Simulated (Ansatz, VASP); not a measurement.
## One calculation of CdSe, two programs

```
Cd Se
1.0
     4.29850    0.00000    0.00000
    -2.14925    3.72261    0.00000
     0.00000    0.00000    7.01520
Cd Se
2 2
Direct
  0.66667 0.33333 0.00000
  0.33333 0.66667 0.50000
  0.66927 0.32621 0.37500
  0.33594 0.65954 0.87500
```

Change from the starting cell: all Se atoms moved +0.037 Å, as atom 3 along Cartesian [1 -1 0].

Alike in both runs: task single point; functional PBE; k mesh 6 × 6 × 4; occupations gaussian, width 0.05 eV; no spin polarisation.

|  | VASP | Ansatz |
| --- | --- | --- |
| version | VASP 6.6.1 | Ansatz 0.2.0 |
| potentials or method | VASP PAW PBE potentials, release 64 (Cd, Se), cutoff 520 eV | scalar-relativistic, plane waves, PAW |
| valence electrons in the cell | 36 | 72 |

Ansatz gave:

```
gap on the k mesh at the Fermi level (eV)                     : 0.67
least direct gap on the mesh (eV)                             : 0.67
pressure (GPa)                                                : 3.0
traceless stress, the component that is largest in VASP (GPa) : -0.32
rms of the force components (eV/Å)                            : 0.111
```

Problem. What did VASP give for the same quantities?

Solution. gap on the k mesh at the Fermi level (eV): 0.67; least direct gap on the mesh (eV): 0.67; pressure (GPa): 3.4; traceless stress, the component that is largest in VASP (GPa): -0.33; rms of the force components (eV/Å): 0.114.

Atom by atom the forces differ by 0.003 eV/Å (rms over components). VASP's potentials hold 36 valence electrons a cell and Ansatz's 72, so a difference there can come from the potentials and not from the codes.
